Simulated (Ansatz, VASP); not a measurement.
## GaP: VASP beside Ansatz

```
Ga P
1.0
     3.89376    0.00000    0.00000
     0.00000    5.50661    0.00000
     0.00000    0.00000    3.89376
Ga P
2 2
Direct
  0.00000 0.00000 0.00000
  0.50000 0.50000 0.49999
  0.50000 0.25000 0.00000
  0.00000 0.75000 0.49999
```

Alike in both runs: task single point; functional PBE; k mesh 6 × 4 × 6; occupations gaussian, width 0.1 eV; no spin polarisation.

```csv
,VASP,Ansatz
version,VASP 6.6.1,Ansatz 0.2.0
potentials or method,"VASP PAW PBE potentials, release 64 (Ga_d, P), cutoff 500 eV","scalar-relativistic, plane waves, PAW"
valence electrons in the cell,36,36
```

Ansatz gave:

* gap on the k mesh at the Fermi level (eV): 1.58
* least direct gap on the mesh (eV): 1.58

Question: Which values does VASP return?

Answer: gap on the k mesh at the Fermi level (eV): 1.57; least direct gap on the mesh (eV): 1.57.

Ansatz's warnings: structure snapped to symmetry.
